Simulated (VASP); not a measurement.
# C in VASP: further runs

The runs below take C through single point, with PBE.

All numbers are computed with VASP 6.6.1; they aren't measurements. Logs are shortened: lines on timing, memory, paths and dates and some standing lists are left out, and cuts for length are marked.

**1. The cell of the first run**

The cell holds a slab with vacuum, 12 atoms: a = 2.525 Å, b = 2.525 Å, c = 25.825 Å, α = 90.00°, β = 90.00°, γ = 120.00°.

**2. Single point, PBE**

Input file INCAR:

```
PREC = Accurate ; ENCUT = 520
EDIFF = 1E-6 ; ISMEAR = 0
SIGMA = 0.05 ; LREAL = F
LASPH = T ; NELM = 80
ALGO = Normal ; ISIF = 2
LWAVE = F ; LCHARG = F
LDIPOL = T ; IDIPOL = 3
DIPOL = 0.5 0.5 0.500 ; GGA = PE
NBANDS = 36
```

Input file KPOINTS:

```
regular mesh
0
Gamma
  12 12 1
```

Input file POSCAR:

```
C
1.0
    2.5254142366      0.0000000000      0.0000000000
   -1.2627071183      2.1870728840      0.0000000000
    0.0000000000      0.0000000000     25.8254584704
C
12
Direct
    0.3333333333      0.6666666667      0.2904111077
    0.0000000000      0.0000000000      0.3103719545
    0.0000000000      0.0000000000      0.3702544952
    0.6666666667      0.3333333333      0.3902153421
    0.6666666667      0.3333333333      0.4500978828
    0.3333333333      0.6666666667      0.4700587297
    0.3333333333      0.6666666667      0.5299412703
    0.0000000000      0.0000000000      0.5499021172
    0.0000000000      0.0000000000      0.6097846579
    0.6666666667      0.3333333333      0.6297455048
    0.6666666667      0.3333333333      0.6896280455
    0.3333333333      0.6666666667      0.7095888923
```

Potentials or basis: VASP PAW PBE potentials, release 64 (C).

On the command line:

```console
$ cat potpaw_PBE.64/C/POTCAR > POTCAR
$ mpirun -np 1 vasp_std > vasp.out
```

OUTCAR:

```text
PREC = Accurate
   ENCUT = 520
   EDIFF = 1E-6
   ISMEAR = 0
   LREAL = F
   LASPH = T
   NELM = 80
   ISIF = 2
   GGA = PE

 ion  position               nearest neighbor table
   1  0.333  0.667  0.290-   2 1.55   2 1.55   2 1.55
   2  0.000  0.000  0.310-   1 1.55   1 1.55   1 1.55   3 1.55
   3  0.000  0.000  0.370-   4 1.55   4 1.55   4 1.55   2 1.55
   4  0.667  0.333  0.390-   3 1.55   3 1.55   3 1.55   5 1.55
   5  0.667  0.333  0.450-   6 1.55   6 1.55   6 1.55   4 1.55
   6  0.333  0.667  0.470-   7 1.55   5 1.55   5 1.55   5 1.55
   7  0.333  0.667  0.530-   6 1.55   8 1.55   8 1.55   8 1.55
   8  0.000  0.000  0.550-   7 1.55   7 1.55   7 1.55   9 1.55
   9  0.000  0.000  0.610-  10 1.55  10 1.55  10 1.55   8 1.55
  10  0.667  0.333  0.630-   9 1.55   9 1.55   9 1.55  11 1.55
  11  0.667  0.333  0.690-  12 1.55  12 1.55  12 1.55  10 1.55
  12  0.333  0.667  0.710-  11 1.55  11 1.55  11 1.55

  LATTYP: Found a hexagonal cell.
 ALAT       =     2.5254142366
 C/A-ratio  =    10.2262266903

  Lattice vectors:

 A1 = (   2.5254142366,   0.0000000000,   0.0000000000)
 A2 = (  -1.2627071183,   2.1870728840,   0.0000000000)
 A3 = (   0.0000000000,   0.0000000000,  25.8254584704)

Analysis of symmetry for initial positions (statically):
=====================================================================
 Subroutine PRICEL returns:
 Original cell was already a primitive cell.

 Routine SETGRP: Setting up the symmetry group for a
 hexagonal supercell.

 Subroutine GETGRP returns: Found 12 space group operations
 (whereof  6 operations were pure point group operations)
 out of a pool of 24 trial point group operations.

The static configuration has the point symmetry C_3v.
 The point group associated with its full space group is D_3d.

Analysis of symmetry for dynamics (positions and initial velocities):
=====================================================================
 Subroutine PRICEL returns:
 Original cell was already a primitive cell.

 Routine SETGRP: Setting up the symmetry group for a
 hexagonal supercell.

 Subroutine GETGRP returns: Found 12 space group operations
 (whereof  6 operations were pure point group operations)
 out of a pool of 24 trial point group operations.

The dynamic configuration has the point symmetry C_3v.
 The point group associated with its full space group is D_3d.

 Subroutine INISYM returns: Found 12 space group operations
 (whereof  6 operations are pure point group operations),
 and found     1 'primitive' translations

----------------------------------------------------------------------------------------

                                     Primitive cell

  volume of cell :     142.6409

  direct lattice vectors                    reciprocal lattice vectors
     2.525414237  0.000000000  0.000000000     0.395974643  0.228616067  0.000000000
    -1.262707118  2.187072884  0.000000000     0.000000000  0.457232133  0.000000000
     0.000000000  0.000000000 25.825458470     0.000000000  0.000000000  0.038721481

  length of vectors
     2.525414237  2.525414237 25.825458470     0.457232133  0.457232133  0.038721481

  position of ions in fractional coordinates (direct lattice)
     0.333333333  0.666666667  0.290411108
     0.000000000  0.000000000  0.310371954
     0.000000000  0.000000000  0.370254495
     0.666666667  0.333333333  0.390215342
     0.666666667  0.333333333  0.450097883
     0.333333333  0.666666667  0.470058730
     0.333333333  0.666666667  0.529941270
     0.000000000  0.000000000  0.549902117
     0.000000000  0.000000000  0.609784658
     0.666666667  0.333333333  0.629745505
     0.666666667  0.333333333  0.689628046
     0.333333333  0.666666667  0.709588892

  ion indices of the primitive-cell ions
   primitive index   ion index
                 1           1
                 2           2
                 3           3
                 4           4
                 5           5
                 6           6
                 7           7
                 8           8
                 9           9
                10          10
                11          11
                12          12

----------------------------------------------------------------------------------------

 KPOINTS: regular mesh

Automatic generation of k-mesh.
 Grid dimensions read from file:
 generate k-points for:   12   12    1

 Generating k-lattice:

  Cartesian coordinates                     Fractional coordinates (reciprocal lattice)
     0.032997887  0.019051339  0.000000000     0.083333333  0.000000000  0.000000000
     0.000000000  0.038102678  0.000000000     0.000000000  0.083333333  0.000000000
     0.000000000  0.000000000  0.038721481     0.000000000  0.000000000  1.000000000

  Length of vectors
     0.038102678  0.038102678  0.038721481

  Shift w.r.t. Gamma in fractional coordinates (k-lattice)
     0.000000000  0.000000000  0.000000000

 Subroutine IBZKPT returns following result:
 ===========================================

 Found     19 irreducible k-points:

 Following reciprocal coordinates:
            Coordinates               Weight
  0.000000  0.000000  0.000000      1.000000
  0.083333  0.000000  0.000000      6.000000
  0.166667  0.000000  0.000000      6.000000
  0.250000  0.000000  0.000000      6.000000
  0.333333  0.000000  0.000000      6.000000
  0.416667  0.000000  0.000000      6.000000
[... 11 lines left out ...]
  0.333333  0.250000  0.000000     12.000000
  0.333333  0.333333  0.000000      2.000000
   k-points           NKPTS =     19   k-points in BZ     NKDIM =     19   number of bands    NBANDS=     36
   number of dos      NEDOS =    301   number of ions     NIONS =     12
   total plane-waves  NPLWV =  76800
   dimension x,y,z NGX =    20 NGY =   20 NGZ =  192
   dimension x,y,z NGXF=    40 NGYF=   40 NGZF=  384
   ions per type =              12
   NGX,Y,Z   is equivalent  to a cutoff of  13.17, 13.17, 12.36 a.u.
   NGXF,Y,Z  is equivalent  to a cutoff of  26.33, 26.33, 24.72 a.u.
 SYSTEM =  unknown system
   PREC   = accura    normal or accurate (medium, high low for compatibility)
   ISTART =      0    job   : 0-new  1-cont  2-samecut
   ICHARG =      2    charge: 1-file 2-atom 10-const
   ISPIN  =      1    spin polarized calculation?
   LNONCOLLINEAR =      F non collinear calculations
   LSORBIT =      F    spin-orbit coupling
   LASPH  =      T    aspherical Exc in radial PAW
   ENCUT  =  520.0 eV  38.22 Ry    6.18 a.u.   4.70  4.70 48.02*2*pi/ulx,y,z
   NELM   =     80;   NELMIN=  2; NELMDL= -5     # of ELM steps
   EDIFF  = 0.1E-05   stopping-criterion for ELM
   LREAL  =      F    real-space projection
   EDIFFG = 0.1E-04   stopping-criterion for IOM
   NSW    =      0    number of steps for IOM
   IBRION =     -1    ionic relax: 0-MD 1-quasi-New 2-CG
   NFREE  =      0    steps in history (QN), initial steepest desc. (CG)
   ISIF   =      2    stress and relaxation
   ISYM   =      2    0-nonsym 1-usesym 2-fastsym
   POTIM  = 0.5000    time-step for ionic-motion
   TEBEG  =    0.0;   TEEND  =   0.0 temperature during run
   PSTRESS=    0.0 pullay stress
   NELECT =      48.0000    total number of electrons
   NUPDOWN=      -1.0000    fix difference up-down
   EMIN   =  10.00;   EMAX   =-10.00  energy-range for DOS
   EFERMI =   0.00;   METHOD = LEGACY
   ISMEAR =     0;   SIGMA  =   0.05  broadening in eV -4-tet -1-fermi 0-gaus
   EFERMI_NEDOS =   21; number of points for ismear=-14 and -15
   IALGO  =     38    algorithm
   IMIX   =      4    mixing-type and parameters
     AMIX     =   0.40;   BMIX     =  1.00
     AMIX_MAG =   1.60;   BMIX_MAG =  1.00
  volume/ion in A,a.u.               =      11.89        80.22
  Fermi-wavevector in a.u.,A,eV,Ry     =   1.138695  2.151821 17.641660  1.296625
  Thomas-Fermi vector in A             =   2.275399
   LORBIT       =      0    0 simple, 1 ext, 2 COOP (PROOUT), +10 PAW based schemes
   GGA     = PE    functional components
   LHFCALC =     F    Hartree Fock is set to
   AEXX    =    0.0000 exact exchange contribution
   IVDW    =     0    specifies the selected vdW correction
   LEPSILON=     F    determine dielectric tensor
   LRPA    =     F    only Hartree local field effects (RPA)
 non-spin polarized calculation
 Gauss-broadening in eV      SIGMA  =   0.05
  energy-cutoff  :      520.00
  volume of cell :      142.64
 maximum number of plane-waves:      3889
 NGX is ok and might be reduce to    20
   NGX =  9   NGY =  9   NGZ = 97

 dipolmoment           0.000000      0.000000     -0.000000 electrons x Angstroem

 number of electron      48.0000000 magnetization

 dipolmoment           0.000000      0.000000      0.000000 electrons x Angstroem

 Free energy of the ion-electron system (eV)
  ---------------------------------------------------
  ext. energy  EPLUGINS =         0.00000000
  ---------------------------------------------------
  free energy    TOTEN  =      -104.16133576 eV

  energy without entropy =     -104.13816662  energy(sigma->0) =     -104.14975119

 E-fermi :   2.0303     XC(G=0):  -7.0403

 val. band max:        2.0164856097   @ k =   0.3333   0.0833   0.0000
 cond. band min:       2.0319651362   @ k =   0.2500   0.2500   0.0000
 fundamental gap:      0.0154795265
 Fermi energy:         2.0303488196

 k-point     1 :       0.0000    0.0000    0.0000
  band No.  band energies     occupation
      1     -20.3401      2.00000
      2     -19.5850      2.00000
      3     -18.5669      2.00000
      4     -17.2998      2.00000
      5     -15.7886      2.00000
      6     -14.7634      2.00000
[... 28 lines left out ...]
     35       8.7716      0.00000
     36       8.8200      0.00000
[... 671 lines left out ...]
      6     -10.6495      2.00000
[... 28 lines left out ...]
     35      13.2037      0.00000
     36      13.2037      0.00000

------------------------ aborting loop because EDIFF is reached ----------------------------------------

 vacuum level on the upper side and lower side of the slab       (xc-potential included)        -0.179        -0.166

  FORCE on cell =-STRESS in cart. coord.  units (eV):
  Direction    XX          YY          ZZ          XY          YZ          ZX
  --------------------------------------------------------------------------------------
  -------------------------------------------------------------------------------------
  Total       -0.2835728     -0.2835728     -1.9958118     -0.0000000      0.0000000     -0.0000000
  in kB       -3.1851601     -3.1851601    -22.4174518     -0.0000000      0.0000000     -0.0000000
  external PRESSURE =      -9.5959240 kB  Pullay stress =       0.0000000 kB

 VOLUME and BASIS-vectors are now :
 -----------------------------------------------------------------------------
  energy-cutoff  :      520.00
  volume of cell :      142.64
      direct lattice vectors                 reciprocal lattice vectors
     2.525414237  0.000000000  0.000000000     0.395974643  0.228616067  0.000000000
    -1.262707118  2.187072884  0.000000000     0.000000000  0.457232133  0.000000000
     0.000000000  0.000000000 25.825458470     0.000000000  0.000000000  0.038721481

 POSITION                                       TOTAL-FORCE (eV/Angst)
 -----------------------------------------------------------------------------------
     -0.00000      1.45805      7.50000        -0.000000     -0.000000      4.076656
      0.00000      0.00000      8.01550        -0.000000      0.000000     -4.683522
      0.00000      0.00000      9.56199         0.000000      0.000000      0.818683
      1.26271      0.72902     10.07749        -0.000000      0.000000     -0.380258
      1.26271      0.72902     11.62398        -0.000000      0.000000      0.193950
     -0.00000      1.45805     12.13948         0.000000      0.000000     -0.115942
     -0.00000      1.45805     13.68598        -0.000000     -0.000000      0.115942
      0.00000      0.00000     14.20147         0.000000      0.000000     -0.193950
      0.00000      0.00000     15.74797         0.000000     -0.000000      0.380258
      1.26271      0.72902     16.26347         0.000000     -0.000000     -0.818683
      1.26271      0.72902     17.80996         0.000000     -0.000000      4.683522
     -0.00000      1.45805     18.32546         0.000000      0.000000     -4.076656
 -----------------------------------------------------------------------------------
    total drift:                               -0.000000      0.000000      0.000026

  FREE ENERGIE OF THE ION-ELECTRON SYSTEM (eV)
  ---------------------------------------------------
  free  energy   TOTEN  =      -104.1613357573 eV

  energy  without entropy=     -104.1381666178  energy(sigma->0) =     -104.14975119

 vacuum level on the upper side and lower side of the slab         7.541         7.539
```

It took 2.4 min on 1 thread of Intel Xeon Platinum 8259CL at 2.50GHz (Skylake/Cascade Lake), shared host; peak memory 0.27 GiB.

Results:

```yaml
Free_energy: -104.1613 eV
Largest_force: 4.684 eV/Å
Band_gap_on_the_k_mesh: zero (bands 24 and 25 overlap by 0.16 eV)
```

Forces in eV/Å, atoms in the order of the input:
```
C    0.000  0.000  4.077
C    0.000  0.000 -4.684
C    0.000  0.000  0.819
C    0.000  0.000 -0.380
C    0.000  0.000  0.194
C    0.000  0.000 -0.116
C    0.000  0.000  0.116
C    0.000  0.000 -0.194
C    0.000  0.000  0.380
C    0.000  0.000 -0.819
C    0.000  0.000  4.684
C    0.000  0.000 -4.077
```

Levels at points of the mesh, in eV from the Fermi level:
```tsv
k point	band 22	band 23	band 24	band 25	band 26	band 27
(0.00, 0.00, 0.00)	-0.71	-0.71	-0.16	0.33	4.84	4.84
(0.50, 0.00, 0.00)	-3.80	-3.63	-0.11	-0.07	3.76	4.16
```

[end of part 1 of 2]

The gap in the log of VASP goes by the Fermi energy; the results here count the filled bands.